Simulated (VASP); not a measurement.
A run of VASP 6.6.1 is set up as follows.

INCAR

```
SYSTEM = C3N
PREC = Accurate
ENCUT = 600
EDIFF = 1E-7
ISMEAR = 0
SIGMA = 0.1
LREAL = .False.
LASPH = .True.
NELM = 80
ALGO = Normal
ISIF = 3
LWAVE = .False.
LCHARG = .False.
GGA = PE
IBRION = 2
NSW = 90
EDIFFG = -0.04
```

The input KPOINTS:

```
regular mesh
0
Gamma
  6 6 6
  0 0 0
```

POSCAR

```
C3N
1.0
    0.0000000000      2.9251593700      2.9251593700
    2.9251593700      0.0000000000      2.9251593700
    2.9251593700      2.9251593700      0.0000000000
C N
3 1
Direct
    0.2500000000      0.2500000000      0.2500000000
    0.7500000000      0.7500000000      0.7500000000
    0.5000000000      0.5000000000      0.5000000000
    0.0000000000      0.0000000000      0.0000000000
```

Potentials or basis: VASP PAW PBE potentials, release 64 (C, N).

Launch:

```sh
$ cat potpaw_PBE.64/C/POTCAR potpaw_PBE.64/N/POTCAR > POTCAR
$ mpirun -np 1 vasp_std > vasp.out
```

Q: Estimate the space group after relaxing (to 0.05 Å).

A: Fm-3m (No. 225).

Q: What does it give for the relaxed volume?

A: 6.89 Å³/atom.

Final structure:
```yaml
crystal:
  lattice:
    - [0.00000, 2.39748, 2.39748]
    - [2.39748, 0.00000, 2.39748]
    - [2.39748, 2.39748, 0.00000]
  atoms:
    - { symbol: C, position: [0.25000, 0.25000, 0.25000] }
    - { symbol: C, position: [0.75000, 0.75000, 0.75000] }
    - { symbol: C, position: [0.50000, 0.50000, 0.50000] }
    - { symbol: N, position: [0.00000, 0.00000, 0.00000] }
```

Caveat: the volume moved by over 15 % at a fixed basis, so the end points are rough.
